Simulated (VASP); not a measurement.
Runs of VASP 6.6.1 on TaN. The structure is that of space group Fm-3m (No. 225), or close to it. The cells are those of the table. 

```tsv
potentials or basis	cell	cutoff (eV)	second run	gap on the mesh (eV)	pressure (GPa)	largest force (eV/Å)
VASP PAW LDA potentials, release 64 (Ta_pv, N)	a = 3.049 Å, angles 60.0°, 2 atoms	520	-	none	(b)	-
VASP PAW LDA potentials, release 64 (Ta_pv, N)	a = 3.074 Å, angles 60.0°, 2 atoms	520	-	none	3.0	0.60
VASP PAW LDA potentials, release 64 (Ta_pv, N)	a = 3.023 Å, angles 60.0°, 2 atoms	520	-	none	24.9	(a)
VASP PAW LDA potentials, release 64 (Ta_pv, N)	a = 2.997 Å, angles 60.0°, 2 atoms	520	-	none	(c)	-
VASP PAW LDA potentials, release 64 (Ta_sv_GW, N)	a = 3.049 Å, angles 60.0°, 2 atoms	600	valence_matched	none	11.5	-
VASP PAW LDA potentials, release 64 (Ta_sv_GW, N)	a = 3.126 Å, angles 60.0°, 2 atoms	600	valence_matched	none	-15.7	-
```

Alike in all rows: task single point; level LDA; no spin polarisation; k mesh 18 × 18 × 18; smearing gaussian 0.15 eV.

Question: Estimate the missing entries.

Answer: (a) 0.78; (b) 12.4; (c) 36.8.

Caveats: spin-orbit coupling is left out, which moves the levels of the heavy elements.

A k mesh can miss the band edges, and the runs leave out spin-orbit coupling on Ta.

A gap of «none» marks levels without a gap at the run's occupations.

The runs don't all hold the same shells in valence.
